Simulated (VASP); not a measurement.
# ZnSe (I-4m2) in VASP: single point with PBE

Aim: the single point of ZnSe with PBE.

Everything below comes from runs of VASP 6.6.1. Logs are shortened: lines on timing, memory, paths and dates and some standing lists are left out, and cuts for length are marked.

## Step 1: The cell of the first run

Symmetry: I-4m2, No. 119, tetragonal system. Conventional cell: a = 3.988 Å, b = 3.988 Å, c = 5.921 Å, α = 90.00°, β = 90.00°, γ = 90.00°. Within 3.3 Å of Zn (site symmetry -4m2) lie 4 Se at 2.48 Å. Se (site symmetry -4m2) has 4 Zn at 2.48 Å within 3.3 Å.

## Step 2: Single point, PBE

INCAR reads:

```
  ALGO = Normal
  EDIFF = 1E-7
  ENCUT = 520
  GGA = PE
  ISIF = 2
  ISMEAR = 0
  LASPH = T
  LCHARG = F
  LREAL = F
  LWAVE = F
  NBANDS = 16
  NELM = 100
  PREC = Accurate
  SIGMA = 0.05
```

KPOINTS reads:

```
k-points
0
Gamma
  10 10 10
```

POSCAR reads:

```
ZnSe
1.0
    0.0000000000      2.8196875384      2.9606719153
    2.8196875384      0.0000000000      2.9606719153
    2.8196875384      2.8196875384      0.0000000000
Zn Se
1 1
Direct
    0.0000000000      0.0000000000      0.0000000000
    0.7500000000      0.7500000000      0.7500000000
```

Potentials or basis: VASP PAW PBE potentials, release 64 (Zn, Se).

On the command line:

```
$ cat potpaw_PBE.64/Zn/POTCAR potpaw_PBE.64/Se/POTCAR > POTCAR
$ mpirun -np 1 vasp_std > vasp.out
```

OUTCAR:

```text
EDIFF = 1E-7
   ENCUT = 520
   GGA = PE
   ISIF = 2
   ISMEAR = 0
   LASPH = T
   LREAL = F
   NELM = 100
   PREC = Accurate

 ion  position               nearest neighbor table
   1  0.000  0.000  0.000-   2 2.48   2 2.48   2 2.48   2 2.48
   2  0.750  0.750  0.750-   1 2.48   1 2.48   1 2.48   1 2.48

  LATTYP: Found a body centered tetragonal cell.
 ALAT       =     3.9876403585
 C/A-ratio  =     1.4849242405

  Lattice vectors:

 A1 = (  -2.8196875384,   0.0000000000,   2.9606719153)
 A2 = (   2.8196875384,   0.0000000000,   2.9606719153)
 A3 = (   0.0000000000,   2.8196875384,  -2.9606719153)

Analysis of symmetry for initial positions (statically):
=====================================================================
 Subroutine PRICEL returns:
 Original cell was already a primitive cell.

 Routine SETGRP: Setting up the symmetry group for a
 body centered tetragonal supercell.

 Subroutine GETGRP returns: Found  8 space group operations
 (whereof  8 operations were pure point group operations)
 out of a pool of 16 trial point group operations.

The static configuration has the point symmetry D_2d.

Analysis of symmetry for dynamics (positions and initial velocities):
=====================================================================
 Subroutine PRICEL returns:
 Original cell was already a primitive cell.

 Routine SETGRP: Setting up the symmetry group for a
 body centered tetragonal supercell.

 Subroutine GETGRP returns: Found  8 space group operations
 (whereof  8 operations were pure point group operations)
 out of a pool of 16 trial point group operations.

The dynamic configuration has the point symmetry D_2d.

 Subroutine INISYM returns: Found  8 space group operations
 (whereof  8 operations are pure point group operations),
 and found     1 'primitive' translations

----------------------------------------------------------------------------------------

                                     Primitive cell

  volume of cell :      47.0785

  direct lattice vectors                    reciprocal lattice vectors
     0.000000000  2.819687538  2.960671915    -0.177324612  0.177324612  0.168880583
     2.819687538  0.000000000  2.960671915     0.177324612 -0.177324612  0.168880583
     2.819687538  2.819687538  0.000000000     0.177324612  0.177324612 -0.168880583

  length of vectors
     4.088546931  4.088546931  3.987640358     0.302338697  0.302338697  0.302338697

  position of ions in fractional coordinates (direct lattice)
     0.000000000  0.000000000  0.000000000
     0.750000000  0.750000000  0.750000000

  ion indices of the primitive-cell ions
   primitive index   ion index
                 1           1
                 2           2

----------------------------------------------------------------------------------------

 KPOINTS: k-points

Automatic generation of k-mesh.
 Grid dimensions read from file:
 generate k-points for:   10   10   10

 Generating k-lattice:

  Cartesian coordinates                     Fractional coordinates (reciprocal lattice)
    -0.017732461  0.017732461  0.016888058     0.100000000 -0.000000000  0.000000000
     0.017732461 -0.017732461  0.016888058    -0.000000000  0.100000000  0.000000000
     0.017732461  0.017732461 -0.016888058     0.000000000  0.000000000  0.100000000

  Length of vectors
     0.030233870  0.030233870  0.030233870

  Shift w.r.t. Gamma in fractional coordinates (k-lattice)
     0.000000000  0.000000000  0.000000000

 Subroutine IBZKPT returns following result:
 ===========================================

 Found    102 irreducible k-points:

 Following reciprocal coordinates:
            Coordinates               Weight
  0.000000  0.000000  0.000000      1.000000
  0.100000 -0.000000  0.000000      8.000000
  0.200000 -0.000000  0.000000      8.000000
  0.300000 -0.000000  0.000000      8.000000
  0.400000 -0.000000  0.000000      8.000000
  0.500000  0.000000  0.000000      4.000000
[... 16 lines left out ...]
  0.300000  0.300000  0.000000      2.000000
  0.400000  0.300000  0.000000      8.000000
 [... further k-points ...]
   k-points           NKPTS =    102   k-points in BZ     NKDIM =    102   number of bands    NBANDS=     16
   number of dos      NEDOS =    301   number of ions     NIONS =      2
   total plane-waves  NPLWV =  27000
   dimension x,y,z NGX =    30 NGY =   30 NGZ =   30
   dimension x,y,z NGXF=    60 NGYF=   60 NGZF=   60
   ions per type =               1   1
   NGX,Y,Z   is equivalent  to a cutoff of  12.20, 12.20, 12.51 a.u.
   NGXF,Y,Z  is equivalent  to a cutoff of  24.40, 24.40, 25.01 a.u.
 SYSTEM =  unknown system
   PREC   = accura    normal or accurate (medium, high low for compatibility)
   ISTART =      0    job   : 0-new  1-cont  2-samecut
   ICHARG =      2    charge: 1-file 2-atom 10-const
   ISPIN  =      1    spin polarized calculation?
   LNONCOLLINEAR =      F non collinear calculations
   LSORBIT =      F    spin-orbit coupling
   LASPH  =      T    aspherical Exc in radial PAW
   ENCUT  =  520.0 eV  38.22 Ry    6.18 a.u.   7.60  7.60  7.41*2*pi/ulx,y,z
   NELM   =    100;   NELMIN=  2; NELMDL= -5     # of ELM steps
   EDIFF  = 0.1E-06   stopping-criterion for ELM
   LREAL  =      F    real-space projection
   EDIFFG = 0.1E-05   stopping-criterion for IOM
   NSW    =      0    number of steps for IOM
   IBRION =     -1    ionic relax: 0-MD 1-quasi-New 2-CG
   NFREE  =      0    steps in history (QN), initial steepest desc. (CG)
   ISIF   =      2    stress and relaxation
   ISYM   =      2    0-nonsym 1-usesym 2-fastsym
   POTIM  = 0.5000    time-step for ionic-motion
   TEBEG  =    0.0;   TEEND  =   0.0 temperature during run
   PSTRESS=    0.0 pullay stress
   NELECT =      18.0000    total number of electrons
   NUPDOWN=      -1.0000    fix difference up-down
   EMIN   =  10.00;   EMAX   =-10.00  energy-range for DOS
   EFERMI =   0.00;   METHOD = LEGACY
   ISMEAR =     0;   SIGMA  =   0.05  broadening in eV -4-tet -1-fermi 0-gaus
   EFERMI_NEDOS =   21; number of points for ismear=-14 and -15
   IALGO  =     38    algorithm
   IMIX   =      4    mixing-type and parameters
     AMIX     =   0.40;   BMIX     =  1.00
     AMIX_MAG =   1.60;   BMIX_MAG =  1.00
  volume/ion in A,a.u.               =      23.54       158.85
  Fermi-wavevector in a.u.,A,eV,Ry     =   1.188206  2.245383 19.209147  1.411832
  Thomas-Fermi vector in A             =   2.324340
   LORBIT       =      0    0 simple, 1 ext, 2 COOP (PROOUT), +10 PAW based schemes
   GGA     = PE    functional components
   LHFCALC =     F    Hartree Fock is set to
   AEXX    =    0.0000 exact exchange contribution
   IVDW    =     0    specifies the selected vdW correction
   LEPSILON=     F    determine dielectric tensor
   LRPA    =     F    only Hartree local field effects (RPA)
 non-spin polarized calculation
 Gauss-broadening in eV      SIGMA  =   0.05
  energy-cutoff  :      520.00
  volume of cell :       47.08
 maximum number of plane-waves:      1292
   NGX = 15   NGY = 15   NGZ = 15

 number of electron      18.0000025 magnetization

 Free energy of the ion-electron system (eV)
  ---------------------------------------------------
  ext. energy  EPLUGINS =         0.00000000
  ---------------------------------------------------
  free energy    TOTEN  =        -6.02459377 eV

  energy without entropy =       -6.02459377  energy(sigma->0) =       -6.02459377

 E-fermi :   1.6604     XC(G=0):  -9.1707

 val. band max:        1.3896926913   @ k =   0.0000   0.0000   0.0000
 cond. band min:       2.4719936032   @ k =   0.0000   0.0000   0.0000
 fundamental gap:      1.0823009119
 Fermi energy:         1.6603653542

 k-point     1 :       0.0000    0.0000    0.0000
  band No.  band energies     occupation
      1     -11.7154      2.00000
      2      -5.1131      2.00000
      3      -5.0908      2.00000
      4      -5.0908      2.00000
      5      -4.7642      2.00000
      6      -4.7582      2.00000
[... 8 lines left out ...]
     15      12.2446      0.00000
     16      13.1545      0.00000

 k-point     2 :       0.1000   -0.0000    0.0000
  band No.  band energies     occupation
      1     -11.6543      2.00000
      2      -5.1054      2.00000
      3      -5.0846      2.00000
      4      -5.0810      2.00000
      5      -4.7643      2.00000
      6      -4.7597      2.00000
[... 8 lines left out ...]
     15      11.8687      0.00000
     16      12.4810      0.00000

 k-point     3 :       0.2000   -0.0000    0.0000
  band No.  band energies     occupation
      1     -11.4867      2.00000
      2      -5.0811      2.00000
      3      -5.0588      2.00000
      4      -5.0562      2.00000
      5      -4.7624      2.00000
      6      -4.7620      2.00000
[... 8 lines left out ...]
     15      11.8857      0.00000
     16      12.3165      0.00000

 k-point     4 :       0.3000   -0.0000    0.0000
  band No.  band energies     occupation
      1     -11.2618      2.00000
      2      -5.0524      2.00000
      3      -5.0290      2.00000
      4      -4.9771      2.00000
      5      -4.7606      2.00000
      6      -4.7540      2.00000
[... 8 lines left out ...]
     15      12.0561      0.00000
     16      12.1718      0.00000
[... 324 lines left out ...]
 k-point    22 :      -0.2000    0.2000    0.0000
  band No.  band energies     occupation
      1     -11.1768      2.00000
      2      -5.0363      2.00000
      3      -5.0150      2.00000
      4      -4.9726      2.00000
      5      -4.7771      2.00000
      6      -4.7241      2.00000
[... 8 lines left out ...]
     15      13.3014      0.00000
     16      14.1416      0.00000

 k-point    23 :       0.3000    0.3000    0.0000
  band No.  band energies     occupation
      1     -11.1424      2.00000
      2      -5.0907      2.00000
      3      -4.9521      2.00000
      4      -4.9521      2.00000
      5      -4.7867      2.00000
      6      -4.7344      2.00000
[... 8 lines left out ...]
     15      14.2506      0.00000
     16      15.6089      0.00000

 k-point    24 :       0.4000    0.3000    0.0000
  band No.  band energies     occupation
      1     -10.9884      2.00000
      2      -5.0568      2.00000
      3      -4.9227      2.00000
      4      -4.9120      2.00000
      5      -4.7499      2.00000
      6      -4.7316      2.00000
[... 8 lines left out ...]
     15      14.6720      0.00000
     16      15.6699      0.00000

 [... further k-points ...]
[... 5 lines left out ...]
  --------------------------------------------------------------------------------------
  -------------------------------------------------------------------------------------
  Total        0.2389493      0.2389493     -0.2988718      0.0000000      0.0000000      0.0000000
  in kB        8.1319372      8.1319372    -10.1712236      0.0000000      0.0000000      0.0000000
  external PRESSURE =       2.0308836 kB  Pullay stress =       0.0000000 kB

 VOLUME and BASIS-vectors are now :
 -----------------------------------------------------------------------------
  energy-cutoff  :      520.00
  volume of cell :       47.08
      direct lattice vectors                 reciprocal lattice vectors
     0.000000000  2.819687538  2.960671915    -0.177324612  0.177324612  0.168880583
     2.819687538  0.000000000  2.960671915     0.177324612 -0.177324612  0.168880583
     2.819687538  2.819687538  0.000000000     0.177324612  0.177324612 -0.168880583

 POSITION                                       TOTAL-FORCE (eV/Angst)
 -----------------------------------------------------------------------------------
      0.00000      0.00000      0.00000        -0.000000     -0.000000      0.000000
      4.22953      4.22953      4.44101         0.000000      0.000000     -0.000000
 -----------------------------------------------------------------------------------
    total drift:                                0.000001      0.000001      0.000001

  FREE ENERGIE OF THE ION-ELECTRON SYSTEM (eV)
  ---------------------------------------------------
  free  energy   TOTEN  =        -6.0245937672 eV

  energy  without entropy=       -6.0245937672  energy(sigma->0) =       -6.02459377
```

Wall time 95 s (1 thread of Intel Xeon Platinum 8259CL at 2.50GHz (Skylake/Cascade Lake), shared host); peak memory 0.22 GiB.

Results:

```
Free energy            : -6.0246 eV
Pressure               : 0.2 GPa
Band gap on the k mesh : 1.08 eV, direct
```

Stress tensor (GPa, compression positive):
```
 0.81  0.00  0.00
 0.00  0.81  0.00
 0.00  0.00 -1.02
```
